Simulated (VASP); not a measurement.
# Be in VASP: a series of runs

Be is run at these levels: PBE; tasks: single point.

Everything below comes from runs of VASP 6.6.1. Logs are shortened: lines on timing, memory, paths and dates and some standing lists are left out, and cuts for length are marked.

**1. The cell of the first run**

The cell holds a sheet with vacuum, 1 atom: a = 2.126 Å, b = 2.126 Å, c = 23.800 Å, α = 90.00°, β = 90.00°, γ = 119.97°.

**2. Single point, PBE**

The input, INCAR:

```
SYSTEM = Be
PREC = Accurate
ENCUT = 520
EDIFF = 1E-7
ISMEAR = 0
SIGMA = 0.1
LREAL = .FALSE.
LASPH = .TRUE.
NELM = 80
ALGO = Normal
ISIF = 2
LWAVE = .FALSE.
LCHARG = .TRUE.
LDIPOL = .TRUE.
IDIPOL = 3
DIPOL = 0.5 0.5 0.294
GGA = PE
LELF = .TRUE.
LVHAR = .TRUE.
LVACPOTAV = .TRUE.
NBANDS = 7
```

The input, KPOINTS:

```
Automatic mesh
0
G
  10 10 1
  0 0 0
```

The input, POSCAR:

```
Be
1.0
    2.0850821570     -0.4131523542      0.0000000000
   -0.6837645752      2.0126421627      0.0000000000
    0.0000000000      0.0000000000     23.8000000000
Be
1
Direct
    0.5000000000      0.5000000000      0.2941176471
```

Potentials or basis: VASP PAW PBE potentials, release 64 (Be).

Launch:

```sh
$ cat potpaw_PBE.64/Be/POTCAR > POTCAR
$ mpirun -np 1 vasp_std > vasp.out
```

OUTCAR:

```text
SYSTEM = Be
   PREC = Accurate
   ENCUT = 520
   EDIFF = 1E-7
   ISMEAR = 0
   LREAL = .FALSE.
   LASPH = .TRUE.
   NELM = 80
   ISIF = 2
   GGA = PE

 ion  position               nearest neighbor table
   1  0.500  0.500  0.294-

  LATTYP: Found a base centered orthorhombic cell.
 ALAT       =     2.1265132524
 B/A-ratio  =     1.7310811970
 C/A-ratio  =    11.1920299454

  Lattice vectors:

 A1 = (   2.0850821570,  -0.4131523542,   0.0000000000)
 A2 = (  -0.6837645752,   2.0126421627,   0.0000000000)
 A3 = (   0.0000000000,   0.0000000000,  23.8000000000)

Analysis of symmetry for initial positions (statically):
=====================================================================
 Subroutine PRICEL returns:
 Original cell was already a primitive cell.

 Routine SETGRP: Setting up the symmetry group for a
 base centered orthorhombic supercell.

 Subroutine GETGRP returns: Found  8 space group operations
 (whereof  4 operations were pure point group operations)
 out of a pool of  8 trial point group operations.

The static configuration has the point symmetry C_2v.
 The point group associated with its full space group is D_2h.

Analysis of symmetry for dynamics (positions and initial velocities):
=====================================================================
 Subroutine PRICEL returns:
 Original cell was already a primitive cell.

 Routine SETGRP: Setting up the symmetry group for a
 base centered orthorhombic supercell.

 Subroutine GETGRP returns: Found  8 space group operations
 (whereof  4 operations were pure point group operations)
 out of a pool of  8 trial point group operations.

The dynamic configuration has the point symmetry C_2v.
 The point group associated with its full space group is D_2h.

 Subroutine INISYM returns: Found  8 space group operations
 (whereof  4 operations are pure point group operations),
 and found     1 'primitive' translations

----------------------------------------------------------------------------------------

                                     Primitive cell

  volume of cell :      93.1538

  direct lattice vectors                    reciprocal lattice vectors
     2.085082157 -0.413152354  0.000000000     0.514212863  0.174696002  0.000000000
    -0.683764575  2.012642163  0.000000000     0.105556894  0.532720662  0.000000000
     0.000000000  0.000000000 23.800000000     0.000000000  0.000000000  0.042016807

  length of vectors
     2.125620490  2.125620490 23.800000000     0.543077859  0.543077859  0.042016807

  position of ions in fractional coordinates (direct lattice)
     0.500000000  0.500000000  0.294117647

  ion indices of the primitive-cell ions
   primitive index   ion index
                 1           1

----------------------------------------------------------------------------------------

 KPOINTS: Automatic mesh

Automatic generation of k-mesh.
 Grid dimensions read from file:
 generate k-points for:   10   10    1

 Generating k-lattice:

  Cartesian coordinates                     Fractional coordinates (reciprocal lattice)
     0.051421286  0.017469600  0.000000000     0.100000000  0.000000000  0.000000000
     0.010555689  0.053272066  0.000000000     0.000000000  0.100000000  0.000000000
     0.000000000  0.000000000  0.042016807     0.000000000  0.000000000  1.000000000

  Length of vectors
     0.054307786  0.054307786  0.042016807

  Shift w.r.t. Gamma in fractional coordinates (k-lattice)
     0.000000000  0.000000000  0.000000000

 Subroutine IBZKPT returns following result:
 ===========================================

 Found     31 irreducible k-points:

 Following reciprocal coordinates:
            Coordinates               Weight
  0.000000  0.000000  0.000000      1.000000
  0.100000  0.000000  0.000000      4.000000
  0.200000  0.000000  0.000000      4.000000
  0.300000  0.000000  0.000000      4.000000
  0.400000  0.000000  0.000000      4.000000
  0.500000  0.000000  0.000000      2.000000
[... 16 lines left out ...]
  0.300000  0.300000  0.000000      2.000000
  0.400000  0.300000  0.000000      4.000000
 [... further k-points ...]
   k-points           NKPTS =     31   k-points in BZ     NKDIM =     31   number of bands    NBANDS=      7
   number of dos      NEDOS =    301   number of ions     NIONS =      1
   total plane-waves  NPLWV =  46080
   dimension x,y,z NGX =    16 NGY =   16 NGZ =  180
   dimension x,y,z NGXF=    32 NGYF=   32 NGZF=  360
   ions per type =               1
   NGX,Y,Z   is equivalent  to a cutoff of  12.51, 12.51, 12.57 a.u.
   NGXF,Y,Z  is equivalent  to a cutoff of  25.03, 25.03, 25.15 a.u.
 SYSTEM =  Be
   PREC   = accura    normal or accurate (medium, high low for compatibility)
   ISTART =      0    job   : 0-new  1-cont  2-samecut
   ICHARG =      2    charge: 1-file 2-atom 10-const
   ISPIN  =      1    spin polarized calculation?
   LNONCOLLINEAR =      F non collinear calculations
   LSORBIT =      F    spin-orbit coupling
   LASPH  =      T    aspherical Exc in radial PAW
   ENCUT  =  520.0 eV  38.22 Ry    6.18 a.u.   3.95  3.95 44.25*2*pi/ulx,y,z
   NELM   =     80;   NELMIN=  2; NELMDL= -5     # of ELM steps
   EDIFF  = 0.1E-06   stopping-criterion for ELM
   LREAL  =      F    real-space projection
   EDIFFG = 0.1E-05   stopping-criterion for IOM
   NSW    =      0    number of steps for IOM
   IBRION =     -1    ionic relax: 0-MD 1-quasi-New 2-CG
   NFREE  =      0    steps in history (QN), initial steepest desc. (CG)
   ISIF   =      2    stress and relaxation
   ISYM   =      2    0-nonsym 1-usesym 2-fastsym
   POTIM  = 0.5000    time-step for ionic-motion
   TEBEG  =    0.0;   TEEND  =   0.0 temperature during run
   PSTRESS=    0.0 pullay stress
   NELECT =       2.0000    total number of electrons
   NUPDOWN=      -1.0000    fix difference up-down
   EMIN   =  10.00;   EMAX   =-10.00  energy-range for DOS
   EFERMI =   0.00;   METHOD = LEGACY
   ISMEAR =     0;   SIGMA  =   0.10  broadening in eV -4-tet -1-fermi 0-gaus
   EFERMI_NEDOS =   21; number of points for ismear=-14 and -15
   IALGO  =     38    algorithm
   IMIX   =      4    mixing-type and parameters
     AMIX     =   0.40;   BMIX     =  1.00
     AMIX_MAG =   1.60;   BMIX_MAG =  1.00
  volume/ion in A,a.u.               =      93.15       628.63
  Fermi-wavevector in a.u.,A,eV,Ry     =   0.455007  0.859838  2.816831  0.207031
  Thomas-Fermi vector in A             =   1.438344
   LORBIT       =      0    0 simple, 1 ext, 2 COOP (PROOUT), +10 PAW based schemes
   GGA     = PE    functional components
   LHFCALC =     F    Hartree Fock is set to
   AEXX    =    0.0000 exact exchange contribution
   IVDW    =     0    specifies the selected vdW correction
   LEPSILON=     F    determine dielectric tensor
   LRPA    =     F    only Hartree local field effects (RPA)
 non-spin polarized calculation
 Gauss-broadening in eV      SIGMA  =   0.10
  energy-cutoff  :      520.00
  volume of cell :       93.15
 maximum number of plane-waves:      2538
   NGX =  7   NGY =  7   NGZ = 89

 dipolmoment           0.000000      0.000000     -0.000000 electrons x Angstroem

 number of electron       2.0000000 magnetization

 dipolmoment           0.000000      0.000000      0.000001 electrons x Angstroem

 Free energy of the ion-electron system (eV)
  ---------------------------------------------------
  ext. energy  EPLUGINS =         0.00000000
  ---------------------------------------------------
  free energy    TOTEN  =        -2.98771983 eV

  energy without entropy =       -2.98559979  energy(sigma->0) =       -2.98665981

 E-fermi :  -3.8905     XC(G=0):  -1.6988

 val. band max:       -3.9585059606   @ k =  -0.2000   0.1000   0.0000
 cond. band min:      -3.5516907086   @ k =   0.4000   0.2000   0.0000
 fundamental gap:      0.4068152520
 Fermi energy:        -3.8904699251

 k-point     1 :       0.0000    0.0000    0.0000
  band No.  band energies     occupation
      1     -10.4006      2.00000
      2      -5.2592      2.00000
      3       0.1531      0.00000
      4       0.8054      0.00000
      5       1.1149      0.00000
      6       1.8047      0.00000
      7       2.0548      0.00000

 k-point     2 :       0.1000    0.0000    0.0000
  band No.  band energies     occupation
      1     -10.0961      2.00000
      2      -4.8253      2.00000
      3       0.5753      0.00000
      4       1.2477      0.00000
      5       1.5561      0.00000
      6       2.2474      0.00000
      7       2.4878      0.00000

 k-point     3 :       0.2000    0.0000    0.0000
  band No.  band energies     occupation
      1      -9.1923      2.00000
      2      -3.5273      0.00000
      3       1.8315      0.00000
      4       2.5742      0.00000
      5       2.8788      0.00000
      6       3.5747      0.00000
      7       3.7807      0.00000

 k-point     4 :       0.3000    0.0000    0.0000
  band No.  band energies     occupation
      1      -7.7376      2.00000
      2      -1.3816      0.00000
      3       3.7869      0.00000
      4       4.7808      0.00000
      5       5.0647      0.00000
      6       5.7835      0.00000
      7       5.8058      0.00000

 k-point     5 :       0.4000    0.0000    0.0000
  band No.  band energies     occupation
      1      -5.9444      2.00000
      2       1.5370      0.00000
      3       3.1783      0.00000
      4       7.3150      0.00000
      5       7.8230      0.00000
      6       8.2157      0.00000
      7       8.8234      0.00000
[... 161 lines left out ...]
 k-point    22 :      -0.2000    0.2000    0.0000
  band No.  band energies     occupation
      1      -9.1913      2.00000
      2      -3.5258      0.00000
      3       1.8329      0.00000
      4       2.5756      0.00000
      5       2.8803      0.00000
      6       3.5762      0.00000
      7       3.7822      0.00000

 k-point    23 :       0.3000    0.3000    0.0000
  band No.  band energies     occupation
      1      -2.7422      0.00000
      2       0.2979      0.00000
      3       5.6002      0.00000
      4       6.8344      0.00000
      5      10.4479      0.00000
      6      12.1302      0.00000
      7      12.5367      0.00000

 k-point    24 :       0.4000    0.3000    0.0000
  band No.  band energies     occupation
      1      -2.7390      0.00000
      2       0.2973      0.00000
      3       5.6070      0.00000
      4       6.8329      0.00000
      5      10.4465      0.00000
      6      12.1395      0.00000
      7      12.5329      0.00000

 [... further k-points ...]
[... 5 lines left out ...]
  --------------------------------------------------------------------------------------
  -------------------------------------------------------------------------------------
  Total        0.0201987      0.0185204     -0.0003423     -0.0063257      0.0000000      0.0000000
  in kB        0.3474024      0.3185367     -0.0058872     -0.1087978      0.0000000      0.0000000
  external PRESSURE =       0.2200173 kB  Pullay stress =       0.0000000 kB

 VOLUME and BASIS-vectors are now :
 -----------------------------------------------------------------------------
  energy-cutoff  :      520.00
  volume of cell :       93.15
      direct lattice vectors                 reciprocal lattice vectors
     2.085082157 -0.413152354  0.000000000     0.514212863  0.174696002  0.000000000
    -0.683764575  2.012642163  0.000000000     0.105556894  0.532720662  0.000000000
     0.000000000  0.000000000 23.800000000     0.000000000  0.000000000  0.042016807

 POSITION                                       TOTAL-FORCE (eV/Angst)
 -----------------------------------------------------------------------------------
      0.70066      0.79974      7.00000         0.000000      0.000000      0.000000
 -----------------------------------------------------------------------------------
    total drift:                               -0.000000     -0.000000      0.000002

  FREE ENERGIE OF THE ION-ELECTRON SYSTEM (eV)
  ---------------------------------------------------
  free  energy   TOTEN  =        -2.9877198329 eV

  energy  without entropy=       -2.9855997902  energy(sigma->0) =       -2.98665981

 vacuum level on the upper side and lower side of the slab         0.984         0.984
```

Wall time 32 s (1 thread of AMD EPYC 7R13 (Zen 3), shared host); peak memory 0.16 GiB.

Results:

- Free energy: -2.9877 eV
- Band gap on the k mesh: zero (band 1 reaches -2.74 eV, above the bottom of band 2 at -5.26 eV)

Levels at points of the mesh, in eV from the Fermi level:
```
           k point  band 1  band 2  band 3  band 4  band 5
(0.00, 0.00, 0.00)   -6.51   -1.37    4.04    4.70    5.01
(0.50, 0.00, 0.00)   -0.95    5.46    8.02   11.10   14.71
(0.50, 0.50, 0.00)   -0.95    5.47    8.03   11.11   14.72
```

**3. Single point, PBE**

The input, INCAR:

```
SYSTEM = Be
ALGO     = Normal         ! electronic algorithm
DIPOL    = 0.5 0.5 0.294
EDIFF    = 1E-7           ! SCF threshold, eV
ENCUT    = 520            ! plane-wave cutoff, eV
GGA      = PE             ! functional
IDIPOL   = 3            
ISIF     = 2              ! what is computed and relaxed
ISMEAR   = 0              ! smearing method
LASPH    = .True.         ! aspherical terms in the spheres
LCHARG   = .False.        ! write CHGCAR
LDIPOL   = .True.       
LREAL    = .False.        ! projectors in reciprocal space
LWAVE    = .False.        ! write WAVECAR
NBANDS   = 7              ! bands
NELM     = 100            ! most SCF steps
PREC     = Accurate       ! precision mode
SIGMA    = 0.1            ! smearing width, eV
```

The input, KPOINTS:

```
k-points
0
Gamma
  30 30 1
  0 0 0
```

POSCAR is that of step 2.

Potentials or basis: VASP PAW PBE potentials, release 64 (Be).

Launch:

```sh
$ cat potpaw_PBE.64/Be/POTCAR > POTCAR
$ mpirun -np 1 vasp_std > vasp.out
```

Run time: 3.5 min. Hardware: 1 thread of AMD EPYC 7R13 (Zen 3), shared host; peak memory 0.26 GiB.

It converged, with:

```yaml
Free_energy: -2.9758 eV
Band_gap_on_the_k_mesh: zero (band 1 reaches -1.11 eV, above the bottom of band 2 at -5.16 eV)
```

Levels at points of the mesh, in eV from the Fermi level:
```
           k point  band 1  band 2  band 3  band 4  band 5  band 6
(0.00, 0.00, 0.00)   -6.42   -1.32    4.01    4.64    4.95    5.64
(0.50, 0.00, 0.00)   -0.85    5.55    8.09   11.13   14.68   15.16
(0.50, 0.50, 0.00)   -0.84    5.56    8.10   11.14   14.69   15.17
```
